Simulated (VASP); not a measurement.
# MgS (P6_3/mmc) in VASP: dielectric tensor with PBE

Aim: the dielectric tensor of MgS with PBE.

Program: VASP 6.6.1. These are calculated values, not measurements. Logs are shortened: lines on timing, memory, paths and dates and some standing lists are left out, and cuts for length are marked.

## (1) The cell of the first run

The structure is hexagonal, space group P6_3/mmc (No. 194). Conventional cell: a = 4.296 Å, b = 4.296 Å, c = 5.285 Å, α = 90.00°, β = 90.00°, γ = 120.00°. Mg (site symmetry -6m2) has 5 S at 2.48 to 2.64 Å within 3.3 Å. Within 3.3 Å of S (site symmetry -6m2) lie 5 Mg at 2.48 to 2.64 Å.

## (2) Dielectric tensor, PBE

INCAR reads:

```
PREC     = Accurate       # precision mode
ENCUT    = 520            # plane-wave cutoff, eV
EDIFF    = 1E-8           # SCF threshold, eV
ISMEAR   = 0              # smearing method
SIGMA    = 0.01           # smearing width, eV
LREAL    = False          # projectors in reciprocal space
LASPH    = True           # aspherical terms in the spheres
NELM     = 80             # most SCF steps
ALGO     = Normal         # electronic algorithm
ISIF     = 2              # what is computed and relaxed
LWAVE    = False          # write WAVECAR
LCHARG   = False          # write CHGCAR
GGA      = PE             # functional
LEPSILON = True           # dielectric tensor by DFPT
```

KPOINTS reads:

```
Automatic mesh
0
Gamma
  6 6 4
```

POSCAR reads:

```
MgS
1.0
    4.2955415433      0.0000000000      0.0000000000
   -2.1477707716      3.7200480996      0.0000000000
    0.0000000000      0.0000000000      5.2850911870
Mg S
2 2
Direct
    0.3333333333      0.6666666667      0.2500000000
    0.6666666667      0.3333333333      0.7500000000
    0.6666666667      0.3333333333      0.2500000000
    0.3333333333      0.6666666667      0.7500000000
```

Potentials or basis: VASP PAW PBE potentials, release 64 (Mg, S).

The run is started by

```
> cat potpaw_PBE.64/Mg/POTCAR potpaw_PBE.64/S/POTCAR > POTCAR
> mpirun -np 1 vasp_std > vasp.out
```

OUTCAR:

```text
PREC = Accurate
   ENCUT = 520
   EDIFF = 1E-8
   ISMEAR = 0
   LREAL = False
   LASPH = True
   NELM = 80
   ISIF = 2
   GGA = PE
   LEPSILON = True

 ion  position               nearest neighbor table
   1  0.333  0.667  0.250-   3 2.48   3 2.48   3 2.48   4 2.64   4 2.64   2 3.62   2 3.62   2 3.62
                             2 3.62   2 3.62   2 3.62
   2  0.667  0.333  0.750-   4 2.48   4 2.48   4 2.48   3 2.64   3 2.64   1 3.62   1 3.62   1 3.62
                             1 3.62   1 3.62   1 3.62
   3  0.667  0.333  0.250-   1 2.48   1 2.48   1 2.48   2 2.64   2 2.64
   4  0.333  0.667  0.750-   2 2.48   2 2.48   2 2.48   1 2.64   1 2.64

  LATTYP: Found a hexagonal cell.
 ALAT       =     4.2955415433
 C/A-ratio  =     1.2303666799

  Lattice vectors:

 A1 = (   4.2955415433,   0.0000000000,   0.0000000000)
 A2 = (  -2.1477707716,   3.7200480996,   0.0000000000)
 A3 = (   0.0000000000,   0.0000000000,   5.2850911870)

Analysis of symmetry for initial positions (statically):
=====================================================================
 Subroutine PRICEL returns:
 Original cell was already a primitive cell.

 Routine SETGRP: Setting up the symmetry group for a
 hexagonal supercell.

 Subroutine GETGRP returns: Found 24 space group operations
 (whereof 12 operations were pure point group operations)
 out of a pool of 24 trial point group operations.

The static configuration has the point symmetry D_3d.
 The point group associated with its full space group is D_6h.

Analysis of symmetry for dynamics (positions and initial velocities):
=====================================================================
 Subroutine PRICEL returns:
 Original cell was already a primitive cell.

 Routine SETGRP: Setting up the symmetry group for a
 hexagonal supercell.

 Subroutine GETGRP returns: Found 24 space group operations
 (whereof 12 operations were pure point group operations)
 out of a pool of 24 trial point group operations.

The dynamic configuration has the point symmetry D_3d.
 The point group associated with its full space group is D_6h.

 Subroutine INISYM returns: Found 24 space group operations
 (whereof 12 operations are pure point group operations),
 and found     1 'primitive' translations
[... 480 lines left out ...]
      2.14777      1.24002      3.96382        -0.000000     -0.000000      0.000000
      2.14777      1.24002      1.32127        -0.000000      0.000000      0.000000
     -0.00000      2.48003      3.96382         0.000000     -0.000000      0.000000
 -----------------------------------------------------------------------------------
    total drift:                                0.000000     -0.000000      0.000000

  FREE ENERGIE OF THE ION-ELECTRON SYSTEM (eV)
  ---------------------------------------------------
  free  energy   TOTEN  =       -16.8758058235 eV

  energy  without entropy=      -16.8758058235  energy(sigma->0) =      -16.87580582

 HEAD OF MICROSCOPIC STATIC DIELECTRIC TENSOR (INDEPENDENT PARTICLE, excluding Hartree and local field effects)
 ------------------------------------------------------
           4.694819     0.000000     0.000000
           0.000000     4.694819    -0.000000
           0.000000    -0.000000     5.164558
 ------------------------------------------------------

 Free energy of the ion-electron system (eV)
  ---------------------------------------------------
  ---------------------------------------------------
  free energy    TOTEN  =        -0.83340310 eV

  energy without entropy =       -0.83340310

------------------------ aborting loop because EDIFF is reached ----------------------------------------

--------------------------------------- Ionic step        2  -------------------------------------------

------------------------ aborting loop because EDIFF is reached ----------------------------------------

--------------------------------------- Ionic step        3  -------------------------------------------

 Free energy of the ion-electron system (eV)
  ---------------------------------------------------
  ---------------------------------------------------
  free energy    TOTEN  =        -0.97448201 eV

  energy without entropy =       -0.97448201

------------------------ aborting loop because EDIFF is reached ----------------------------------------

 PIEZOELECTRIC TENSOR FIELD DIRECTION 3  (e Angst)
 -----------------------------------------------------------------------------
     0.00222 -0.00000 -0.00000           ( -0.00000 -0.00000  0.00000)
     0.00000  0.00222 -0.00000           ( -0.00000 -0.00000  0.00000)
     0.00000 -0.00000 -0.00386           (  0.00000 -0.00000 -0.00001)

 PIEZOELECTRIC TENSOR FIELD DIRECTION 3  (C/m^2)
 -----------------------------------------------------------------------------
     0.00042 -0.00000 -0.00000
     0.00000  0.00042 -0.00000
     0.00000 -0.00000 -0.00073

 MACROSCOPIC STATIC DIELECTRIC TENSOR (including local field effects in DFT)
 ------------------------------------------------------
           4.162519     0.000000     0.000000
           0.000000     4.162519    -0.000000
           0.000000     0.000000     4.754523
 ------------------------------------------------------

 PIEZOELECTRIC TENSOR (including local field effects)  for field in x, y, z        (e  Angst)
          XX          YY          ZZ          XY          YZ          ZX
  --------------------------------------------------------------------------------
  x     0.00000     0.00000     0.00000     0.00000     0.00000     0.00000
  y     0.00000     0.00000     0.00000     0.00000     0.00000     0.00000
  z     0.00000     0.00000     0.00000     0.00000     0.00000     0.00000

 PIEZOELECTRIC TENSOR (including local field effects)  for field in x, y, z        (C/m^2)
          XX          YY          ZZ          XY          YZ          ZX
  --------------------------------------------------------------------------------
  x     0.00000     0.00000     0.00000     0.00000     0.00000     0.00000
  y     0.00000     0.00000     0.00000     0.00000     0.00000     0.00000
  z     0.00000     0.00000     0.00000     0.00000     0.00000     0.00000

 BORN EFFECTIVE CHARGES (including local field effects) (in |e|, cummulative output)
 ---------------------------------------------------------------------------------
 ion    1
    1     1.90792     0.00000     0.00000
    2     0.00000     1.90792     0.00000
    3    -0.00000     0.00000     2.40196
 ion    2
    1     1.90792     0.00000     0.00000
    2     0.00000     1.90792     0.00000
    3    -0.00000     0.00000     2.40196
 ion    3
    1    -1.90792    -0.00000     0.00000
    2    -0.00000    -1.90792     0.00000
    3    -0.00000     0.00000    -2.40196
 ion    4
    1    -1.90792    -0.00000     0.00000
    2    -0.00000    -1.90792     0.00000
    3     0.00000    -0.00000    -2.40196
```

OSZICAR:

```text
[... 13 lines left out ...]
RMM:   6    -0.972802093757E+00    0.13805E-02   -0.14815E-04   878   0.792E-02    0.287E-02
RMM:   7    -0.974001082203E+00   -0.11990E-02   -0.15463E-04   811   0.719E-02    0.142E-02
RMM:   8    -0.974431481157E+00   -0.43040E-03   -0.39266E-05   841   0.341E-02    0.209E-03
RMM:   9    -0.974473950652E+00   -0.42469E-04   -0.10457E-05   871   0.888E-03    0.610E-04
RMM:  10    -0.974479879334E+00   -0.59287E-05   -0.14623E-06   861   0.133E-03    0.122E-04
RMM:  11    -0.974482457898E+00   -0.25786E-05   -0.43688E-07   850   0.388E-04    0.130E-04
RMM:  12    -0.974482151582E+00    0.30632E-06   -0.22400E-06   840   0.347E-04    0.249E-05
RMM:  13    -0.974481970567E+00    0.18101E-06   -0.79909E-07   518   0.185E-04    0.105E-05
RMM:  14    -0.974482013850E+00   -0.43283E-07   -0.36661E-07   433   0.184E-04    0.210E-06
```

stdout:

```text
POSCAR found type information on POSCAR MgS
 POSCAR found :  2 types and       4 ions
 scaLAPACK will be used
 LDA part: xc-table for (Slater+PW92), standard interpolation
 POSCAR, INCAR and KPOINTS ok, starting setup
 FFT: planning ... GRIDC
 FFT: planning ... GRID_SOFT
 FFT: planning ... GRID
 WAVECAR not read
 entering main loop
 Linear response reoptimize wavefunctions to high precision
 Linear response G [H, r] |phi>, progress :
  Direction:   1
 Linear response G [H, r] |phi>, progress :
  Direction:   2
 Linear response G [H, r] |phi>, progress :
  Direction:   3
 Linear response to external field (no local field effect), progress :
  Direction:   1
 dielectric tensor                  component  1 :     4.322    -0.955    -0.197
 Linear response to external field (no local field effect), progress :
  Direction:   2
 dielectric tensor                  component  2 :    -0.955     5.068    -0.243
 Linear response to external field (no local field effect), progress :
  Direction:   3
 dielectric tensor                  component  3 :    -0.197    -0.243     5.165
 Linear response to external field, progress :
  Direction:   1
 dielectric tensor                  component  1 :     4.163    -0.433    -0.056
 Linear response to external field, progress :
  Direction:   2
 dielectric tensor                  component  2 :    -0.433     4.163    -0.198
 Linear response to external field, progress :
  Direction:   3
 dielectric tensor                  component  3 :    -0.202    -0.242     4.755
 Born effective charges drift removed
```

Wall time 1.9 min (1 thread of Intel Xeon 6975P-C (Granite Rapids), shared host); peak memory 0.29 GiB.

Results:

| Quantity | Value |
| --- | --- |
| Band gap on the k mesh | 3.00 eV, direct |
| Electronic dielectric tensor (diagonal) | 4.16, 4.16, 4.75 |
| Born charges (mean of the diagonal) | Mg +2.07; S -2.07 e |

Electronic dielectric tensor:
```
4.16 0.00 0.00
0.00 4.16 0.00
0.00 0.00 4.75
```

Born effective charge tensors (e):
atom 1, Mg
```
1.91 0.00 0.00
0.00 1.91 0.00
0.00 0.00 2.40
```
atom 2, Mg
```
1.91 0.00 0.00
0.00 1.91 0.00
0.00 0.00 2.40
```
atom 3, S
```
-1.91  0.00  0.00
 0.00 -1.91  0.00
 0.00  0.00 -2.40
```
atom 4, S
```
-1.91  0.00  0.00
 0.00 -1.91  0.00
 0.00  0.00 -2.40
```
